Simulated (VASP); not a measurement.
Here is a VASP 6.6.1 calculation.

File INCAR:

```
SYSTEM = NaAu2I3
PREC = Accurate
ENCUT = 520
EDIFF = 1E-7
ISMEAR = 0
SIGMA = 0.1
LREAL = .FALSE.
LASPH = .TRUE.
NELM = 100
ALGO = Normal
ISIF = 2
LWAVE = .FALSE.
LCHARG = .FALSE.
GGA = PE
NBANDS = 34
```

File KPOINTS:

```
Automatic mesh
0
G
  6 6 2
  0 0 0
```

File POSCAR:

```
NaAu2I3
1.0
    5.4859559700      0.0000000000      0.0000000000
   -2.7429779900      4.7509772400      0.0000000000
    0.0000000000      0.0000000000      8.8076915300
Na Au I
1 2 3
Direct
    0.0000000000      0.0000000000      0.0000000000
    0.6666666700      0.3333333300      0.7436280300
    0.3333333300      0.6666666700      0.2563719700
    0.6666666700      0.3333333300      0.3575947000
    0.3333333300      0.6666666700      0.6424053000
    0.0000000000      0.0000000000      0.5000000000
```

Potentials or basis: VASP PAW PBE potentials, release 64 (Na_pv, Au, I).

Run with:

```bash
$ cat potpaw_PBE.64/Na_pv/POTCAR potpaw_PBE.64/Au/POTCAR potpaw_PBE.64/I/POTCAR > POTCAR
$ mpirun -np 1 vasp_std > vasp.out
```

(1) Estimate the band gap on the k mesh.

(2) What does it give for the largest force?

(3) Estimate the pressure.

## Answers

(1) zero (bands 25 and 26 overlap by 0.53 eV).

(2) 1.378 eV/Å.

(3) -1.8 GPa.

Caveat: spin-orbit coupling is left out, which moves the levels of the heavy elements; forces of over 1 eV/Å act on the atoms, so gaps and moduli don't describe the material at rest.
